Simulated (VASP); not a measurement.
SiC, 8 atoms in the cell. The structure is hexagonal, space group P6_3mc (No. 186). Conventional cell: a = 3.013 Å, b = 3.013 Å, c = 9.865 Å, α = 90.00°, β = 90.00°, γ = 120.00°. Si (site symmetry 3m) has 4 C at 1.84 to 1.85 Å within 2.4 Å. Within 2.4 Å of Si (site symmetry 3m) lie 4 C at 1.85 to 1.86 Å. C (site symmetry 3m) has 4 Si at 1.85 Å within 2.4 Å. Within 2.4 Å of C (site symmetry 3m) lie 4 Si at 1.84 to 1.86 Å. 

```yaml
Program: VASP 6.6.1
Task: single point
Functional: PBEsol
Dispersion: D4
Potentials_or_basis: VASP PAW PBE potentials, release 64 (Si, C)
Cutoff: 520 eV
k_mesh: 10 × 10 × 3
Occupations: fermi-dirac, width 0.05 eV
Spin: no spin polarisation
Dipole_correction: no
Further_INCAR_settings: ALGO = Normal; EDIFF = 1e-07; NBANDS = 26
```

Potentials or basis: VASP PAW PBE potentials, release 64 (Si, C).

Run with:

```sh
$ cat potpaw_PBE.64/Si/POTCAR potpaw_PBE.64/C/POTCAR > POTCAR
$ mpirun -np 1 vasp_std > vasp.out
```

Hardware: 1 thread of Intel Xeon 8259CL (shared host).

Problem. Estimate the wall time of this run.

Solution. Run time: 90 s on 1 thread of Intel Xeon 8259CL, with other jobs on the host, peak memory 0.21 GiB. Counts: scf iterations 14, k points 28.
